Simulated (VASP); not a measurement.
Runs of VASP 6.6.1 on SnSe2. The structure is that of space group P-3m1 (No. 164), or close to it. The cells are those of the table. 

```tsv
cell	gap on the mesh (eV)	pressure (GPa)	largest force (eV/Å)
a = 3.815, b = 3.815, c = 6.740 Å, angles 90.0, 90.0, 120.0°, 3 atoms	none	-5.2	1.31
a = 3.875, b = 3.875, c = 6.847 Å, angles 90.0, 90.0, 120.0°, 3 atoms	none	-6.8	1.51
a = 4.201, b = 4.201, c = 5.824 Å, angles 90.0, 90.0, 120.0°, 3 atoms	none	-6.8	0.29
a = 4.287, b = 4.287, c = 5.593 Å, angles 90.0, 90.0, 120.0°, 3 atoms	none	-6.8	0.07
a = 3.551, b = 3.551, c = 5.905 Å, angles 90.0, 90.0, 120.0°, 3 atoms	(a)	17.7	1.47
```

Alike in all rows: task single point; level PBE+D3(BJ); potentials or basis VASP PAW PBE potentials, release 64 (Sn_d, Se); no spin polarisation; k mesh 12 × 12 × 6; cutoff (eV) 500; smearing gaussian 0.03 eV.

Estimate the missing entries.

(a) 0.50.

Caveats: semilocal functionals underestimate gaps, and a narrow one can read as zero; spin-orbit coupling is left out, which moves the levels of the heavy elements; forces of over 1 eV/Å act on the atoms, so gaps and moduli don't describe the material at rest (at least some runs); the stress differs along the axes, from -10 to -3 GPa (at least some runs); the stress differs along the axes, from -12 to -4 GPa (at least some runs); the cell stands under tension (at least some runs); the stress differs along the axes, from -9 to -3 GPa (at least some runs).

A k mesh can miss the band edges, and the runs leave out spin-orbit coupling on Se, Sn.

A gap of «none» marks levels without a gap at the run's occupations.
